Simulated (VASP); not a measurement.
Wanted: the native input for a VASP 6.6.1 run.

```
Task                   : electric field gradients
Functional             : LDA
Potentials or basis    : VASP PAW LDA potentials, release 64 (Si)
Cutoff                 : 520 eV
k mesh                 : 11 × 11 × 11
Occupations            : fermi-dirac, width 0.08 eV
Spin                   : no spin polarisation
Dipole correction      : no
Further INCAR settings : ALGO = Normal; EDIFF = 1e-08; NBANDS = 11
```

The structure of Si lies in POSCAR:

```
Si
1.0
    0.0000000000      2.7697794000      2.7154700000
    2.7697794000      0.0000000000      2.7154700000
    2.7697794000      2.7697794000      0.0000000000
Si
2
Direct
    0.5000000000      0.5000000000      0.5000000000
    0.7500000000      0.7500000000      0.7500000000
```

This cell differs from its parent crystal: equal xx and yy strain of +2 %.

One way to write it, as run:

INCAR

```
SYSTEM = Si
PREC = Accurate
ENCUT = 520
EDIFF = 1E-8
ISMEAR = -1
SIGMA = 0.08
LREAL = .False.
LASPH = .True.
NELM = 100
ALGO = Normal
ISIF = 2
LWAVE = .False.
LCHARG = .False.
LEFG = .True.
NBANDS = 11
```

KPOINTS

```
regular mesh
0
Gamma
  11 11 11
  0 0 0
```

Potentials or basis: VASP PAW LDA potentials, release 64 (Si).

The run is started by

```bash
$ cat potpaw_LDA.64/Si/POTCAR > POTCAR
$ mpirun -np 1 vasp_std > vasp.out
```

It gave:

```
Pressure               : -4.8 GPa
Band gap on the k mesh : 0.36 eV, indirect (least direct gap 2.35 eV)
```

Caveat: the cell differs from its parent crystal (equal xx and yy strain of +2 %); without QUAD_EFG the Cq values of the log hold for a quadrupole moment of 1 mb, not for the nuclei.

Wall time 47 s on 1 thread of Intel Xeon 6975P-C (shared host), peak memory 0.17 GiB.
